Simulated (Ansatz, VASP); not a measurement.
## One calculation of GaSb, two programs

INCAR

```
PREC = Accurate
ENCUT = 520
EDIFF = 1E-6
ISMEAR = -1
SIGMA = 0.08
LREAL = F
LASPH = T
NELM = 150
ALGO = Normal
ISIF = 2
LWAVE = F
LCHARG = F
MAGMOM = 0 0 0 0 0 0
LORBIT = 11
LSORBIT = T
GGA_COMPAT = F
LORBMOM = T
GGA = PE
NBANDS = 30
```

File KPOINTS:

```
regular mesh
0
Gamma
  12 12 12
```

The input POSCAR:

```
GaSb
1.0
    0.0000000000      3.0590000000      3.0590000000
    3.0590000000      0.0000000000      3.0590000000
    3.0590000000      3.0590000000      0.0000000000
Ga Sb
1 1
Direct
    0.0000000000      0.0000000000      0.0000000000
    0.7500000000      0.7500000000      0.7500000000
```

Input for Ansatz:

```yaml
crystal:
  lattice:
    - [0.0, 3.059, 3.059]
    - [3.059, 0.0, 3.059]
    - [3.059, 3.059, 0.0]
  atoms:
    - { symbol: Ga, position: [0.0, 0.0, 0.0] }
    - { symbol: Sb, position: [0.75, 0.75, 0.75] }
kpoints:
  mp_grid: { grid: [12, 12, 12] }
  band_path:
    path:
      - [0.0, 0.0, 0.0]
      - [-0.5, -0.5, 0.0]
      - [-0.375, -0.375, 0.25]
      - [-0.375, 0.0, 0.375]
      - [0.0, 0.0, 0.0]
      - [0.0, 0.0, 0.5]
      - [-0.5, -0.25, 0.25]
      - [-0.5, -0.5, 0.0]
    npoints: 5
scf:
  occupations: { method: fermi_dirac, width: 0.08 }
hamiltonian:
  xc: pbe
  pseudopotentials: { kind: all_electron, lapw: { basis_error: 0.001 } }
output:
  forces: true
  stress: true
  eigenvalues: true
magnetization:
  noncollinear: true
  spin_orbit: true
```

Alike in both runs: task single point; functional PBE; k mesh 12 × 12 × 12; occupations fermi-dirac, width 0.08 eV; non-collinear spin, spin-orbit coupling.

|  | VASP | Ansatz |
| --- | --- | --- |
| version | VASP 6.6.1 | Ansatz 0.2.0 |
| potentials or method | VASP PAW PBE potentials, release 64 (Ga_d, Sb), cutoff 520 eV | all-electron LAPW |

|  | VASP | Ansatz | Ansatz less VASP |
| --- | --- | --- | --- |
| pressure (GPa) | 2.5 | 2.4 | -0.08 |
| net moment per atom (μB) | 0.00 | 0.00 | 0.000 |

Ansatz ran all-electron here, and VASP with PAW potentials.
